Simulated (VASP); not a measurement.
Input of a VASP 6.6.1 run:

Contents of INCAR:

```
ALGO     = Normal         # electronic algorithm
EDIFF    = 1E-6           # SCF threshold, eV
ENCUT    = 520            # plane-wave cutoff, eV
GGA      = PS             # functional
ISIF     = 2              # what is computed and relaxed
ISMEAR   = 0              # smearing method
LASPH    = T              # aspherical terms in the spheres
LCHARG   = T              # write CHGCAR
LELF     = T              # ELF
LREAL    = F              # projectors in reciprocal space
LVHAR    = T            
LWAVE    = F              # write WAVECAR
NBANDS   = 15             # bands
NELM     = 60             # most SCF steps
PREC     = Accurate       # precision mode
SIGMA    = 0.01           # smearing width, eV
```

Contents of KPOINTS:

```
k-points
0
Gamma
  8 8 8
```

POSCAR

```
CaO
1.0
    0.0000000000      2.3739757428      2.3739757428
    2.3739757428      0.0000000000      2.3739757428
    2.3739757428      2.3739757428      0.0000000000
Ca O
1 1
Direct
    0.0000000000      0.0000000000      0.0000000000
    0.5000000000      0.5000000000      0.5000000000
```

Potentials or basis: VASP PAW PBE potentials, release 64 (Ca_sv, O).

Launch:

```sh
$ cat potpaw_PBE.64/Ca_sv/POTCAR potpaw_PBE.64/O/POTCAR > POTCAR
$ mpirun -np 1 vasp_std > vasp.out
```

Estimate the pressure.

2.1 GPa.

Estimate the band gap on the k mesh.

3.51 eV, indirect (least direct gap 3.88 eV).

Caveat: the PAW data sets were made with another functional, which shifts forces and pressure a little. A k mesh can miss the band edges.
